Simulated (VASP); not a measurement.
# CuO in VASP: notebook

CuO is run at these levels: PBE+U; tasks: single point.

All numbers are computed with VASP 6.6.1; they aren't measurements. Logs are shortened: lines on timing, memory, paths and dates and some standing lists are left out, and cuts for length are marked.

### 1 The cell of the first run

Symmetry: Cc, No. 9, monoclinic system. Conventional cell: a = 4.689 Å, b = 3.427 Å, c = 5.132 Å, α = 90.00°, β = 99.65°, γ = 90.00°. Within 2.5 Å of Cu (site symmetry 1) lie 4 O at 1.91 to 2.02 Å. Within 2.5 Å of O (site symmetry 1) lie 4 Cu at 1.91 to 2.02 Å.

### 2 Single point, PBE+U, collinear spin

INCAR

```
SYSTEM = CuO
PREC = Accurate
ENCUT = 520
EDIFF = 1E-7
ISMEAR = 0
SIGMA = 0.05
LREAL = .False.
LASPH = .True.
NELM = 150
ALGO = Normal
ISIF = 2
LWAVE = .False.
LCHARG = .False.
ISPIN = 2
MAGMOM = 1 1 0 0
LORBIT = 11
LMAXMIX = 4
LDAU = .True.
LDAUTYPE = 2
LDAUL = 2 -1
LDAUU = 4 0
LDAUJ = 0 0
LDAUPRINT = 1
GGA = PE
NBANDS = 29
```

KPOINTS

```
Automatic mesh
0
Gamma
  5 5 3
  0 0 0
```

POSCAR

```
CuO
1.0
    2.3446497598     -1.7133998245      0.0000000000
    2.3446497598      1.7133998245      0.0000000000
   -0.8605499118      0.0000000000      5.0594394815
Cu O
2 2
Direct
    0.0032000000      0.4968000000      0.0000000000
    0.4968000000      0.0032000000      0.5000000000
    0.5714000000      0.4056000000      0.2537000000
    0.4056000000      0.5714000000      0.7537000000
```

Potentials or basis: VASP PAW PBE potentials, release 64 (Cu, O).

On the command line:

```
cat potpaw_PBE.64/Cu/POTCAR potpaw_PBE.64/O/POTCAR > POTCAR
mpirun -np 1 vasp_std > vasp.out
```

OUTCAR:

```text
SYSTEM = CuO
   PREC = Accurate
   ENCUT = 520
   EDIFF = 1E-7
   ISMEAR = 0
   LREAL = .False.
   LASPH = .True.
   NELM = 150
   ISIF = 2
   ISPIN = 2
   LORBIT = 11
   GGA = PE

 ion  position               nearest neighbor table
   1  0.003  0.497  0.000-   4 1.91   3 1.93   4 1.98   3 2.02
   2  0.497  0.003  0.500-   3 1.91   4 1.93   3 1.98   4 2.02
   3  0.571  0.406  0.254-   2 1.91   1 1.93   2 1.98   1 2.02
   4  0.406  0.571  0.754-   1 1.91   2 1.93   1 1.98   2 2.02

  LATTYP: Found a base centered monoclinic cell.
 ALAT       =     4.6892995196
 B/A-ratio  =     0.7307700510
 C/A-ratio  =     1.0944283423
 COS(beta)  =    -0.1676798048

  Lattice vectors:

 A1 = (   2.3446497598,  -1.7133998245,   0.0000000000)
 A2 = (   2.3446497598,   1.7133998245,   0.0000000000)
 A3 = (  -0.8605499118,   0.0000000000,   5.0594394815)

Analysis of symmetry for initial positions (statically):
=====================================================================
 Subroutine PRICEL returns:
 Original cell was already a primitive cell.

 Routine SETGRP: Setting up the symmetry group for a
 base centered monoclinic supercell.

 Subroutine GETGRP returns: Found  2 space group operations
 (whereof  1 operations were pure point group operations)
 out of a pool of  4 trial point group operations.

The static configuration has the point symmetry C_1 .
 The point group associated with its full space group is C_1h.

Analysis of symmetry for dynamics (positions and initial velocities):
=====================================================================
 Subroutine PRICEL returns:
 Original cell was already a primitive cell.

 Routine SETGRP: Setting up the symmetry group for a
 base centered monoclinic supercell.

 Subroutine GETGRP returns: Found  2 space group operations
 (whereof  1 operations were pure point group operations)
 out of a pool of  4 trial point group operations.

The dynamic configuration has the point symmetry C_1 .
 The point group associated with its full space group is C_1h.

Analysis of structural, dynamic, and magnetic symmetry:
=====================================================================
 Subroutine PRICEL returns:
 Original cell was already a primitive cell.

 Routine SETGRP: Setting up the symmetry group for a
 base centered monoclinic supercell.

 Subroutine GETGRP returns: Found  2 space group operations
 (whereof  1 operations were pure point group operations)
 out of a pool of  4 trial point group operations.

The overall configuration has the point symmetry C_1 .
 The point group associated with its full space group is C_1h.

 Subroutine INISYM returns: Found  2 space group operations
 (whereof  1 operations are pure point group operations),
 and found     1 'primitive' translations

----------------------------------------------------------------------------------------

                                     Primitive cell

  volume of cell :      40.6508

  direct lattice vectors                    reciprocal lattice vectors
     2.344649760 -1.713399824  0.000000000     0.213251467 -0.291817469  0.036271514
     2.344649760  1.713399824  0.000000000     0.213251467  0.291817469  0.036271514
    -0.860549912  0.000000000  5.059439482     0.000000000  0.000000000  0.197650353

  length of vectors
     2.903983721  2.903983721  5.132102300     0.363248188  0.363248188  0.197650353

  position of ions in fractional coordinates (direct lattice)
     0.003200000  0.496800000  0.000000000
     0.496800000  0.003200000  0.500000000
     0.571400000  0.405600000  0.253700000
     0.405600000  0.571400000  0.753700000

[... 146 lines left out ...]
  o =  0.9670  v =  0.0000  0.0000  0.0000  0.0000  0.0000 -0.1522  0.7828  0.3253  0.4419 -0.2508      0.0000  0.0000  0.0000  0.0000  0.0000  0.0000  0.0000  0.0000  0.0000  0.0000
  o =  0.9728  v = -0.0482  0.6308  0.3502  0.5791  0.3764  0.0000  0.0000  0.0000  0.0000  0.0000      0.0000  0.0000  0.0000  0.0000  0.0000  0.0000  0.0000  0.0000  0.0000  0.0000
  o =  0.9738  v = -0.1361  0.4669  0.0417  0.0220 -0.8725  0.0000  0.0000  0.0000  0.0000  0.0000      0.0000  0.0000  0.0000  0.0000  0.0000  0.0000  0.0000  0.0000  0.0000  0.0000
  o =  0.9756  v =  0.0000  0.0000  0.0000  0.0000  0.0000  0.4834 -0.2139  0.8315 -0.1298 -0.1112      0.0000  0.0000  0.0000  0.0000  0.0000  0.0000  0.0000  0.0000  0.0000  0.0000
  o =  0.9792  v =  0.4768 -0.1996  0.8301 -0.1505 -0.1453  0.0000  0.0000  0.0000  0.0000  0.0000      0.0000  0.0000  0.0000  0.0000  0.0000  0.0000  0.0000  0.0000  0.0000  0.0000
  o =  1.0274  v = -0.0829 -0.5630  0.0061  0.7772 -0.2685  0.0000  0.0000  0.0000  0.0000  0.0000      0.0000  0.0000  0.0000  0.0000  0.0000  0.0000  0.0000  0.0000  0.0000  0.0000

atom =   2  type =  1  l = 2

 onsite density matrix

spin component  1

  0.9646 -0.0000 -0.0075  0.0062 -0.0016
 -0.0000  0.9902  0.0003  0.0241 -0.0082
 -0.0075  0.0003  0.9747  0.0006 -0.0013
  0.0062  0.0241  0.0006  1.0054 -0.0111
 -0.0016 -0.0082 -0.0013 -0.0111  0.9776

spin component  2

  0.9491 -0.0400 -0.0103 -0.0478  0.0164
 -0.0400  0.7918 -0.0035 -0.2471  0.0827
 -0.0103 -0.0035  0.9697 -0.0046  0.0000
 -0.0478 -0.2471 -0.0046  0.6159  0.1178
  0.0164  0.0827  0.0000  0.1178  0.9263

 occupancies and eigenvectors

  o =  0.3945  v =  0.0000  0.0000  0.0000  0.0000  0.0000  0.1152  0.5529  0.0117  0.7822 -0.2628      0.0000  0.0000  0.0000  0.0000  0.0000  0.0000  0.0000  0.0000  0.0000  0.0000
  o =  0.9500  v =  0.0000  0.0000  0.0000  0.0000  0.0000 -0.8505 -0.1819 -0.4266  0.2248 -0.1054      0.0000  0.0000  0.0000  0.0000  0.0000  0.0000  0.0000  0.0000  0.0000  0.0000
  o =  0.9594  v =  0.8631  0.1650  0.4319 -0.1935  0.0621  0.0000  0.0000  0.0000  0.0000  0.0000      0.0000  0.0000  0.0000  0.0000  0.0000  0.0000  0.0000  0.0000  0.0000  0.0000
  o =  0.9657  v =  0.0000  0.0000  0.0000  0.0000  0.0000  0.0816  0.0505 -0.1438 -0.3544 -0.9190      0.0000  0.0000  0.0000  0.0000  0.0000  0.0000  0.0000  0.0000  0.0000  0.0000
  o =  0.9670  v =  0.0000  0.0000  0.0000  0.0000  0.0000  0.1522 -0.7828  0.3253  0.4419 -0.2508      0.0000  0.0000  0.0000  0.0000  0.0000  0.0000  0.0000  0.0000  0.0000  0.0000
  o =  0.9728  v =  0.0482 -0.6308  0.3502  0.5791  0.3764  0.0000  0.0000  0.0000  0.0000  0.0000      0.0000  0.0000  0.0000  0.0000  0.0000  0.0000  0.0000  0.0000  0.0000  0.0000
  o =  0.9738  v = -0.1361  0.4669 -0.0417 -0.0220  0.8725  0.0000  0.0000  0.0000  0.0000  0.0000      0.0000  0.0000  0.0000  0.0000  0.0000  0.0000  0.0000  0.0000  0.0000  0.0000
  o =  0.9756  v =  0.0000  0.0000  0.0000  0.0000  0.0000 -0.4834  0.2139  0.8315 -0.1298 -0.1112      0.0000  0.0000  0.0000  0.0000  0.0000  0.0000  0.0000  0.0000  0.0000  0.0000
  o =  0.9792  v = -0.4768  0.1996  0.8301 -0.1505 -0.1453  0.0000  0.0000  0.0000  0.0000  0.0000      0.0000  0.0000  0.0000  0.0000  0.0000  0.0000  0.0000  0.0000  0.0000  0.0000
  o =  1.0274  v =  0.0829  0.5630  0.0061  0.7772 -0.2685  0.0000  0.0000  0.0000  0.0000  0.0000      0.0000  0.0000  0.0000  0.0000  0.0000  0.0000  0.0000  0.0000  0.0000  0.0000

 number of electron      33.9999999 magnetization       1.9961998

 Free energy of the ion-electron system (eV)
  ---------------------------------------------------
  ext. energy  EPLUGINS =         0.00000000
  ---------------------------------------------------
  free energy    TOTEN  =       -17.07021440 eV

  energy without entropy =      -17.06993563  energy(sigma->0) =      -17.07007502

 E-fermi :   5.3588     XC(G=0): -11.8482

 val. band max:        5.2987140507   @ k =   0.4000   0.4000   0.0000
 cond. band min:       5.4104484067   @ k =  -0.4000   0.4000   0.0000
 fundamental gap:      0.1117343559
 Fermi energy:         5.3587824774

 spin component 1

 k-point     1 :       0.0000    0.0000    0.0000
  band No.  band energies     occupation
      1     -14.2141      1.00000
      2     -12.8732      1.00000
      3      -2.8445      1.00000
      4      -1.7204      1.00000
      5      -1.3564      1.00000
      6       0.3267      1.00000
[... 757 lines left out ...]
     28      23.5887      0.00000
     29      26.2989      0.00000
 Fermi energy:         5.3587824774

 spin component 2

 k-point     1 :       0.0000    0.0000    0.0000
  band No.  band energies     occupation
      1     -13.7359      1.00000
      2     -12.3345      1.00000
      3      -2.4989      1.00000
      4       0.3675      1.00000
      5       0.4669      1.00000
      6       0.8860      1.00000
[... 757 lines left out ...]
     28      23.7896      0.00000
     29      26.4752      0.00000

------------------------ aborting loop because EDIFF is reached ----------------------------------------

  FORCE on cell =-STRESS in cart. coord.  units (eV):
  Direction    XX          YY          ZZ          XY          YZ          ZX
  --------------------------------------------------------------------------------------
  -------------------------------------------------------------------------------------
  Total        1.0773188      1.2952074      1.3314876      0.0000000      0.0000000     -0.0576682
  in kB       42.4605590     51.0482445     52.4781627      0.0000000      0.0000000     -2.2728871
  external PRESSURE =      48.6623220 kB  Pullay stress =       0.0000000 kB

 VOLUME and BASIS-vectors are now :
 -----------------------------------------------------------------------------
  energy-cutoff  :      520.00
  volume of cell :       40.65
      direct lattice vectors                 reciprocal lattice vectors
     2.344649760 -1.713399824  0.000000000     0.213251467 -0.291817469  0.036271514
     2.344649760  1.713399824  0.000000000     0.213251467  0.291817469  0.036271514
    -0.860549912  0.000000000  5.059439482     0.000000000  0.000000000  0.197650353

 POSITION                                       TOTAL-FORCE (eV/Angst)
 -----------------------------------------------------------------------------------
      1.17232      0.84573      0.00000        -0.692419      0.301550      0.291293
      0.74205     -0.84573      2.52972        -0.692419     -0.301550      0.291293
      2.07240     -0.28408      1.28358         0.692419      0.101068     -0.291293
      1.64213      0.28408      3.81330         0.692419     -0.101068     -0.291293
 -----------------------------------------------------------------------------------
    total drift:                               -0.000201      0.000000     -0.000451

  FREE ENERGIE OF THE ION-ELECTRON SYSTEM (eV)
  ---------------------------------------------------
  free  energy   TOTEN  =       -17.0702143984 eV

  energy  without entropy=      -17.0699356348  energy(sigma->0) =      -17.07007502

 total charge

# of ion       s       p       d       tot
------------------------------------------
    1        0.377   0.390   9.144   9.912
    2        0.377   0.390   9.144   9.912
    3        1.557   3.440   0.000   4.997
    4        1.557   3.440   0.000   4.997
--------------------------------------------------
tot          3.870   7.660  18.289  29.818

 magnetization (x)

# of ion       s       p       d       tot
------------------------------------------
    1       -0.003   0.004   0.660   0.661
    2       -0.003   0.004   0.660   0.661
    3        0.019   0.278   0.000   0.298
    4        0.019   0.278   0.000   0.298
--------------------------------------------------
tot          0.033   0.564   1.320   1.917
```

It took 80 s on 1 thread of Intel Xeon Platinum 8488C (Sapphire Rapids), shared host; peak memory 0.2 GiB.

What came out:

* Free energy: -17.0702 eV
* Pressure: 4.9 GPa
* Largest force: 0.809 eV/Å
* Band gap on the k mesh: 0.11 eV (least direct gap 0.14 eV)
* Net moment: 2.00 μB per cell
* Site moments: Cu +0.66; O +0.30 μB
* Valence electrons inside the program's atomic spheres: Cu 9.91; O 5.00

Forces on the atoms (eV/Å):
```
Cu  -0.692  0.302  0.291
Cu  -0.692 -0.302  0.291
O    0.692  0.101 -0.291
O    0.692 -0.101 -0.291
```

Eigenvalues of the final occupation matrices:
| site | spin | trace | eigenvalues |
| --- | --- | --- | --- |
| site 1 d | 1 | 4.91 | 0.96 0.97 0.97 0.98 1.03 |
| site 1 d | 2 | 4.25 | 0.39 0.95 0.97 0.97 0.98 |
| site 2 d | 1 | 4.91 | 0.96 0.97 0.97 0.98 1.03 |
| site 2 d | 2 | 4.25 | 0.39 0.95 0.97 0.97 0.98 |

Caveat: the k points lie up to 0.46 Å⁻¹ apart; semilocal functionals underestimate gaps, and a narrow one can read as zero.

### 3 Single point, PBE+U, collinear spin

INCAR

```
PREC = Accurate
ENCUT = 520
EDIFF = 1E-6
ISMEAR = 0
SIGMA = 0.05
LREAL = F
LASPH = T
NELM = 150
ALGO = Normal
ISIF = 2
LWAVE = F
LCHARG = F
ISPIN = 2
MAGMOM = 0.66 0.66 0 0
LORBIT = 11
LMAXMIX = 4
LDAU = T
LDAUTYPE = 2
LDAUL = 2 -1
LDAUU = 4 0
LDAUJ = 0 0
LDAUPRINT = 1
GGA = PE
NBANDS = 29
```

KPOINTS

```
regular mesh
0
Gamma
  6 6 4
```

POSCAR

```
CuO
1.0
    2.2939308401     -1.7301203119      0.0420370061
    2.2939308401      1.7301203119      0.0420370061
   -0.7512244787      0.0000000000      5.1075602142
Cu O
2 2
Direct
   -0.0057492627      0.4942448773      0.0018494262
    0.4942448773     -0.0057492627      0.5018494262
    0.5544329340      0.4340714513      0.2518505738
    0.4340714513      0.5544329340      0.7518505738
```

Potentials or basis: VASP PAW PBE potentials, release 64 (Cu, O).

On the command line:

```
cat potpaw_PBE.64/Cu/POTCAR potpaw_PBE.64/O/POTCAR > POTCAR
mpirun -np 1 vasp_std > vasp.out
```

OUTCAR:

```text
PREC = Accurate
   ENCUT = 520
   EDIFF = 1E-6
   ISMEAR = 0
   LREAL = F
   LASPH = T
   NELM = 150
   ISIF = 2
   ISPIN = 2
   LORBIT = 11
   GGA = PE

 ion  position               nearest neighbor table
   1  0.994  0.494  0.002-   4 1.94   3 1.94   3 1.95   4 1.95
   2  0.494  0.994  0.502-   3 1.94   4 1.94   4 1.95   3 1.95
   3  0.554  0.434  0.252-   2 1.94   1 1.94   1 1.95   2 1.95
   4  0.434  0.554  0.752-   1 1.94   2 1.94   2 1.95   1 1.95

  LATTYP: Found a base centered monoclinic cell.
 ALAT       =     4.5886319569
 B/A-ratio  =     0.7540898151
[... 1840 lines left out ...]
      direct lattice vectors                 reciprocal lattice vectors
     2.293930840 -1.730120312  0.042037006     0.217380560 -0.288997243  0.031972525
     2.293930840  1.730120312  0.042037006     0.217380560  0.288997243  0.031972525
    -0.751224479  0.000000000  5.107560214    -0.003578236  0.000000000  0.195261906

 POSITION                                       TOTAL-FORCE (eV/Angst)
 -----------------------------------------------------------------------------------
      3.41312     -0.86507      0.07202         0.000398     -0.000014      0.000519
      3.03750      0.86507      2.62580         0.000398      0.000014      0.000519
      2.07836     -0.20824      1.32790        -0.000398     -0.003100     -0.000519
      1.70275      0.20824      3.88168        -0.000398      0.003100     -0.000519
 -----------------------------------------------------------------------------------
    total drift:                                0.001054      0.000000      0.000689

  FREE ENERGIE OF THE ION-ELECTRON SYSTEM (eV)
  ---------------------------------------------------
  free  energy   TOTEN  =       -17.1307713445 eV

  energy  without entropy=      -17.1306195001  energy(sigma->0) =      -17.13069542

 total charge

# of ion       s       p       d       tot
------------------------------------------
    1        0.387   0.404   9.148   9.939
    2        0.387   0.404   9.148   9.939
    3        1.557   3.448   0.000   5.005
    4        1.557   3.448   0.000   5.005
--------------------------------------------------
tot          3.889   7.704  18.296  29.889

 magnetization (x)

# of ion       s       p       d       tot
------------------------------------------
    1       -0.004   0.003   0.655   0.654
    2       -0.004   0.003   0.655   0.654
    3        0.020   0.280   0.000   0.300
    4        0.020   0.280   0.000   0.300
--------------------------------------------------
tot          0.033   0.565   1.310   1.907
```

Run time: 2.3 min. Hardware: 1 thread of Intel Xeon Platinum 8488C (Sapphire Rapids), shared host; peak memory 0.22 GiB.

Results:

- Free energy: -17.1308 eV
- Pressure: 6.9 GPa
- Largest force: 0.003 eV/Å
- Band gap on the k mesh: zero (filled and empty bands overlap)
- Net moment: 1.99 μB per cell
- Site moments: Cu +0.65; O +0.30 μB
- Valence electrons inside the program's atomic spheres: Cu 9.94; O 5.00

Forces in eV/Å, atoms in the order of the input:
```
Cu   0.000  0.000  0.001
Cu   0.000  0.000  0.001
O    0.000 -0.003 -0.001
O    0.000  0.003 -0.001
```

Stress tensor (GPa, compression positive):
```
6.99 0.00 0.32
0.00 7.35 0.00
0.32 0.00 6.27
```

Eigenvalues of the final occupation matrices:
| site | spin | trace | eigenvalues |
| --- | --- | --- | --- |
| site 1 d | 1 | 4.91 | 0.96 0.97 0.97 0.98 1.03 |
| site 1 d | 2 | 4.26 | 0.40 0.95 0.97 0.97 0.98 |
| site 2 d | 1 | 4.91 | 0.96 0.97 0.97 0.98 1.03 |
| site 2 d | 2 | 4.26 | 0.40 0.95 0.97 0.97 0.98 |

Caveat: the k points lie up to 0.38 Å⁻¹ apart; semilocal functionals underestimate gaps, and a narrow one can read as zero.

The gap in the log of VASP goes by the Fermi energy; the results here count the filled bands.